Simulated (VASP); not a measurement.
# Ir (P6_3/mmc) in VASP: single point with LDA

Aim: the single point of Ir with LDA.

All numbers are computed with VASP 6.6.1; they aren't measurements. Logs are shortened: lines on timing, memory, paths and dates and some standing lists are left out, and cuts for length are marked.

### 1 The cell of the first run

The structure is hexagonal, space group P6_3/mmc (No. 194). Conventional cell: a = 2.751 Å, b = 2.751 Å, c = 4.462 Å, α = 90.00°, β = 90.00°, γ = 120.00°. Within 3.6 Å of Ir (site symmetry -6m2) lie 12 Ir at 2.74 to 2.75 Å.

### 2 Single point, LDA

File INCAR:

```
ALGO = Normal
EDIFF = 1E-6
ENCUT = 520
GGA = CA
ISIF = 2
ISMEAR = 1
LASPH = T
LCHARG = F
LREAL = F
LWAVE = F
NBANDS = 16
NELM = 100
PREC = Accurate
SIGMA = 0.1
```

File KPOINTS:

```
k-points
0
Gamma
  14 14 8
```

File POSCAR:

```
Ir
1.0
    2.7513780000      0.0000000000      0.0000000000
   -1.3756890000      2.3827630000      0.0000000000
    0.0000000000      0.0000000000      4.4622900000
Ir
2
Direct
    0.6666666667      0.3333333333      0.7500000000
    0.3333333333      0.6666666667      0.2500000000
```

Potentials or basis: VASP PAW LDA potentials, release 64 (Ir).

Run with:

```
$ cat potpaw_LDA.64/Ir/POTCAR > POTCAR
$ mpirun -np 1 vasp_std > vasp.out
```

OUTCAR:

```text
EDIFF = 1E-6
   ENCUT = 520
   GGA = CA
   ISIF = 2
   ISMEAR = 1
   LASPH = T
   LREAL = F
   NELM = 100
   PREC = Accurate

 ion  position               nearest neighbor table
   1  0.667  0.333  0.750-   2 2.74   2 2.74   2 2.74   2 2.74   2 2.74   2 2.74
   2  0.333  0.667  0.250-   1 2.74   1 2.74   1 2.74   1 2.74   1 2.74   1 2.74

  LATTYP: Found a hexagonal cell.
 ALAT       =     2.7513780000
 C/A-ratio  =     1.6218382207

  Lattice vectors:

 A1 = (   2.7513780000,   0.0000000000,   0.0000000000)
 A2 = (  -1.3756890000,   2.3827630000,   0.0000000000)
 A3 = (   0.0000000000,   0.0000000000,   4.4622900000)

Analysis of symmetry for initial positions (statically):
=====================================================================
 Subroutine PRICEL returns:
 Original cell was already a primitive cell.

 Routine SETGRP: Setting up the symmetry group for a
 hexagonal supercell.

 Subroutine GETGRP returns: Found 24 space group operations
 (whereof 12 operations were pure point group operations)
 out of a pool of 24 trial point group operations.

The static configuration has the point symmetry D_3d.
 The point group associated with its full space group is D_6h.

Analysis of symmetry for dynamics (positions and initial velocities):
=====================================================================
 Subroutine PRICEL returns:
 Original cell was already a primitive cell.

 Routine SETGRP: Setting up the symmetry group for a
 hexagonal supercell.

 Subroutine GETGRP returns: Found 24 space group operations
 (whereof 12 operations were pure point group operations)
 out of a pool of 24 trial point group operations.

The dynamic configuration has the point symmetry D_3d.
 The point group associated with its full space group is D_6h.

 Subroutine INISYM returns: Found 24 space group operations
 (whereof 12 operations are pure point group operations),
 and found     1 'primitive' translations

----------------------------------------------------------------------------------------

                                     Primitive cell

  volume of cell :      29.2542

  direct lattice vectors                    reciprocal lattice vectors
     2.751378000  0.000000000  0.000000000     0.363454240  0.209840425  0.000000000
    -1.375689000  2.382763000  0.000000000     0.000000000  0.419680850  0.000000000
     0.000000000  0.000000000  4.462290000     0.000000000  0.000000000  0.224100182

  length of vectors
     2.751378000  2.751377789  4.462290000     0.419680817  0.419680850  0.224100182

  position of ions in fractional coordinates (direct lattice)
     0.666666667  0.333333333  0.750000000
     0.333333333  0.666666667  0.250000000

  ion indices of the primitive-cell ions
   primitive index   ion index
                 1           1
                 2           2

----------------------------------------------------------------------------------------

 KPOINTS: k-points

Automatic generation of k-mesh.
 Grid dimensions read from file:
 generate k-points for:   14   14    8

 Generating k-lattice:

  Cartesian coordinates                     Fractional coordinates (reciprocal lattice)
     0.025961017  0.014988602  0.000000000     0.071428571  0.000000000  0.000000000
     0.000000000  0.029977204  0.000000000     0.000000000  0.071428571  0.000000000
     0.000000000  0.000000000  0.028012523     0.000000000  0.000000000  0.125000000

  Length of vectors
     0.029977201  0.029977204  0.028012523

  Shift w.r.t. Gamma in fractional coordinates (k-lattice)
     0.000000000  0.000000000  0.000000000

 Subroutine IBZKPT returns following result:
 ===========================================

 Found    120 irreducible k-points:

 Following reciprocal coordinates:
            Coordinates               Weight
  0.000000  0.000000  0.000000      1.000000
  0.071429 -0.000000  0.000000      6.000000
  0.142857 -0.000000  0.000000      6.000000
  0.214286  0.000000  0.000000      6.000000
  0.285714 -0.000000  0.000000      6.000000
  0.357143  0.000000  0.000000      6.000000
[... 16 lines left out ...]
  0.285714  0.285714  0.000000      6.000000
  0.357143  0.285714  0.000000      6.000000
 [... further k-points ...]
   k-points           NKPTS =    120   k-points in BZ     NKDIM =    120   number of bands    NBANDS=     16
   number of dos      NEDOS =    301   number of ions     NIONS =      2
   total plane-waves  NPLWV =  14400
   dimension x,y,z NGX =    20 NGY =   20 NGZ =   36
   dimension x,y,z NGXF=    40 NGYF=   40 NGZF=   72
   ions per type =               2
   NGX,Y,Z   is equivalent  to a cutoff of  12.08, 12.08, 13.41 a.u.
   NGXF,Y,Z  is equivalent  to a cutoff of  24.17, 24.17, 26.82 a.u.
 SYSTEM =  unknown system
   PREC   = accura    normal or accurate (medium, high low for compatibility)
   ISTART =      0    job   : 0-new  1-cont  2-samecut
   ICHARG =      2    charge: 1-file 2-atom 10-const
   ISPIN  =      1    spin polarized calculation?
   LNONCOLLINEAR =      F non collinear calculations
   LSORBIT =      F    spin-orbit coupling
   LASPH  =      T    aspherical Exc in radial PAW
   ENCUT  =  520.0 eV  38.22 Ry    6.18 a.u.   5.12  5.12  8.30*2*pi/ulx,y,z
   NELM   =    100;   NELMIN=  2; NELMDL= -5     # of ELM steps
   EDIFF  = 0.1E-05   stopping-criterion for ELM
   LREAL  =      F    real-space projection
   EDIFFG = 0.1E-04   stopping-criterion for IOM
   NSW    =      0    number of steps for IOM
   IBRION =     -1    ionic relax: 0-MD 1-quasi-New 2-CG
   NFREE  =      0    steps in history (QN), initial steepest desc. (CG)
   ISIF   =      2    stress and relaxation
   ISYM   =      2    0-nonsym 1-usesym 2-fastsym
   POTIM  = 0.5000    time-step for ionic-motion
   TEBEG  =    0.0;   TEEND  =   0.0 temperature during run
   PSTRESS=    0.0 pullay stress
   NELECT =      18.0000    total number of electrons
   NUPDOWN=      -1.0000    fix difference up-down
   EMIN   =  10.00;   EMAX   =-10.00  energy-range for DOS
   EFERMI =   0.00;   METHOD = LEGACY
   ISMEAR =     1;   SIGMA  =   0.10  broadening in eV -4-tet -1-fermi 0-gaus
   EFERMI_NEDOS =   21; number of points for ismear=-14 and -15
   IALGO  =     38    algorithm
   IMIX   =      4    mixing-type and parameters
     AMIX     =   0.40;   BMIX     =  1.00
     AMIX_MAG =   1.60;   BMIX_MAG =  1.00
  volume/ion in A,a.u.               =      14.63        98.71
  Fermi-wavevector in a.u.,A,eV,Ry     =   1.392417  2.631287 26.379323  1.938826
  Thomas-Fermi vector in A             =   2.516162
   LORBIT       =      0    0 simple, 1 ext, 2 COOP (PROOUT), +10 PAW based schemes
   GGA     = CA    functional components
   LHFCALC =     F    Hartree Fock is set to
   AEXX    =    0.0000 exact exchange contribution
   IVDW    =     0    specifies the selected vdW correction
   LEPSILON=     F    determine dielectric tensor
   LRPA    =     F    only Hartree local field effects (RPA)
 non-spin polarized calculation
 Methfessel and Paxton  Order N= 1 SIGMA  =   0.10
  energy-cutoff  :      520.00
  volume of cell :       29.25
 maximum number of plane-waves:       796
   NGX = 11   NGY = 11   NGZ = 17

 number of electron      18.0000000 magnetization

 Free energy of the ion-electron system (eV)
  ---------------------------------------------------
  ext. energy  EPLUGINS =         0.00000000
  ---------------------------------------------------
  free energy    TOTEN  =       -20.42507753 eV

  energy without entropy =      -20.42408747  energy(sigma->0) =      -20.42474751

 E-fermi :   9.8462     XC(G=0): -13.9465

 val. band max:        9.8444701140   @ k =   0.2857   0.0714   0.0000
 cond. band min:       9.8624810147   @ k =   0.2857   0.0714   0.3750
 fundamental gap:      0.0180109007
 Fermi energy:         9.8462414967

 k-point     1 :       0.0000    0.0000    0.0000
  band No.  band energies     occupation
      1      -1.0206      2.00000
      2       1.9911      2.00000
      3       6.0619      2.00000
      4       6.1702      2.00000
      5       6.1702      2.00000
      6       6.7962      2.00000
[... 8 lines left out ...]
     15      26.2755      0.00000
     16      27.2875      0.00000

 k-point     2 :       0.0714   -0.0000    0.0000
  band No.  band energies     occupation
      1      -0.8273      2.00000
      2       2.1630      2.00000
      3       5.7604      2.00000
      4       6.3314      2.00000
      5       6.4318      2.00000
      6       6.6960      2.00000
[... 8 lines left out ...]
     15      26.5289      0.00000
     16      27.5771      0.00000

 k-point     3 :       0.1429   -0.0000    0.0000
  band No.  band energies     occupation
      1      -0.2726      2.00000
      2       2.6197      2.00000
      3       5.3555      2.00000
      4       6.3785      2.00000
      5       6.4338      2.00000
      6       6.8033      2.00000
[... 8 lines left out ...]
     15      27.0870      0.00000
     16      27.5526      0.00000

 k-point     4 :       0.2143    0.0000    0.0000
  band No.  band energies     occupation
      1       0.5574      2.00000
      2       3.1097      2.00000
      3       5.0950      2.00000
      4       5.3655      2.00000
      5       6.0977      2.00000
      6       6.7773      2.00000
[... 8 lines left out ...]
     15      26.4636      0.00000
     16      26.5096      0.00000
[... 324 lines left out ...]
 k-point    22 :       0.3571    0.2143    0.0000
  band No.  band energies     occupation
      1       3.3385      2.00000
      2       3.6474      2.00000
      3       3.7481      2.00000
      4       5.3544      2.00000
      5       5.6385      2.00000
      6       6.1893      2.00000
[... 8 lines left out ...]
     15      21.7482      0.00000
     16      23.0605      0.00000

 k-point    23 :       0.2857    0.2857    0.0000
  band No.  band energies     occupation
      1       3.3665      2.00000
      2       3.8609      2.00000
      3       4.2773      2.00000
      4       4.8220      2.00000
      5       5.5926      2.00000
      6       6.1479      2.00000
[... 8 lines left out ...]
     15      22.1319      0.00000
     16      23.9773      0.00000

 k-point    24 :       0.3571    0.2857    0.0000
  band No.  band energies     occupation
      1       3.3135      2.00000
      2       4.0770      2.00000
      3       4.1865      2.00000
      4       5.0245      2.00000
      5       5.6933      2.00000
      6       5.9325      2.00000
[... 8 lines left out ...]
     15      22.9491      0.00000
     16      23.1481      0.00000

 [... further k-points ...]
[... 5 lines left out ...]
  --------------------------------------------------------------------------------------
  -------------------------------------------------------------------------------------
  Total       -2.8845165     -2.8845159     -2.9535914      0.0000000     -0.0000000      0.0000000
  in kB     -157.9773104   -157.9772781   -161.7603547      0.0000000     -0.0000000      0.0000000
  external PRESSURE =    -159.2383144 kB  Pullay stress =       0.0000000 kB

 VOLUME and BASIS-vectors are now :
 -----------------------------------------------------------------------------
  energy-cutoff  :      520.00
  volume of cell :       29.25
      direct lattice vectors                 reciprocal lattice vectors
     2.751378000  0.000000000  0.000000000     0.363454240  0.209840425  0.000000000
    -1.375689000  2.382763000  0.000000000     0.000000000  0.419680850  0.000000000
     0.000000000  0.000000000  4.462290000     0.000000000  0.000000000  0.224100182

 POSITION                                       TOTAL-FORCE (eV/Angst)
 -----------------------------------------------------------------------------------
      1.37569      0.79425      3.34672        -0.000000     -0.000000      0.000000
     -0.00000      1.58851      1.11557         0.000000      0.000000      0.000000
 -----------------------------------------------------------------------------------
    total drift:                               -0.000000      0.000000     -0.000000

  FREE ENERGIE OF THE ION-ELECTRON SYSTEM (eV)
  ---------------------------------------------------
  free  energy   TOTEN  =       -20.4250775343 eV

  energy  without entropy=      -20.4240874674  energy(sigma->0) =      -20.42474751
```

Run time: 27 s. Hardware: 1 thread of Intel Xeon Platinum 8488C (Sapphire Rapids), shared host; peak memory 0.16 GiB.

What came out:

| Quantity | Value |
| --- | --- |
| Free energy | -20.4251 eV |
| Pressure | -15.9 GPa |
| Band gap on the k mesh | zero (band 9 reaches 10.76 eV, above the bottom of band 10 at 7.60 eV) |

Caveat: spin-orbit coupling is left out, which moves the levels of the heavy elements.
